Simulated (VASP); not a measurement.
## Ta2SiO3: single point with PBE

The system is Ta2SiO3.

```
Ta Si O
1.0
     2.71966    0.00000    0.00000
     0.00000    2.71966    0.00000
     0.00000    0.00000   12.46830
Ta Si O
2 1 3
Direct
  0.50000 0.50000 0.38488
  0.50000 0.50000 0.61512
  0.50000 0.50000 0.00000
  0.00000 0.00000 0.69640
  0.00000 0.00000 0.30360
  0.00000 0.00000 0.50000
```

```json
{
  "Program": "VASP 6.6.1",
  "Task": "single point",
  "Functional": "PBE",
  "Potentials or basis": "VASP PAW PBE potentials, release 64 (Ta_pv, Si, O)",
  "Cutoff": "600 eV",
  "k mesh": "6 × 6 × 2",
  "Occupations": "gaussian, width 0.1 eV",
  "Spin": "collinear spin, ferromagnetic start",
  "Starting moments": "[1.0, 1.0, 0.0, 0.0, 0.0, 0.0] μB"
}
```

The pressure is 0.5 GPa and the largest force is 0.053 eV/Å. The net moment is -0.07 μB per cell and the valence electrons inside the program's atomic spheres are Ta 8.96; Si 1.50; O 5.02, 4.99.

Forces on the atoms (eV/Å):
```
Ta   0.000  0.000  0.024
Ta   0.000  0.000 -0.024
Si   0.000  0.000  0.000
O    0.000  0.000  0.053
O    0.000  0.000 -0.053
O    0.000  0.000  0.000
```

Stress tensor (GPa, compression positive):
```
0.49 0.00 0.00
0.00 0.49 0.00
0.00 0.00 0.39
```

Levels at points of the mesh, in eV from the Fermi level:
Spin up:
```csv
k point,band 20,band 21,band 22,band 23,band 24,band 25
"(0.00, 0.00, 0.00)",-4.24,-4.14,-1.77,-0.79,1.84,2.48
"(0.50, 0.00, 0.00)",-3.61,-2.21,-1.58,0.03,1.36,2.06
"(0.50, 0.50, 0.00)",-1.21,-0.82,-0.82,2.46,2.46,3.32
"(0.00, 0.00, 0.50)",-4.24,-4.14,-1.88,-0.77,2.07,2.43
"(0.50, 0.00, 0.50)",-3.54,-2.22,-1.56,0.03,1.35,2.06
"(0.50, 0.50, 0.50)",-1.22,-0.82,-0.82,2.46,2.46,3.40
```
Spin down:
```
           k point  band 19  band 20  band 21  band 22  band 23  band 24  band 25  band 26
(0.00, 0.00, 0.00)    -4.24    -4.24    -4.14    -1.89    -0.79     1.84     2.48     4.15
(0.50, 0.00, 0.00)    -3.76    -3.63    -2.21    -1.58     0.03     1.22     2.06     2.62
(0.50, 0.50, 0.00)    -1.56    -1.21    -0.85    -0.85     2.46     2.46     3.30     3.46
(0.00, 0.00, 0.50)    -4.24    -4.24    -4.14    -2.00    -0.77     2.07     2.43     3.85
(0.50, 0.00, 0.50)    -3.86    -3.55    -2.22    -1.56     0.03     1.21     2.06     2.63
(0.50, 0.50, 0.50)    -1.55    -1.22    -0.85    -0.85     2.46     2.46     3.40     3.49
```

Wall time 3.2 min on 1 thread of Intel Xeon 6975P-C (shared host), peak memory 0.35 GiB.

Caveat: the k points lie up to 0.39 Å⁻¹ apart; spin-orbit coupling is left out, which moves the levels of the heavy elements.
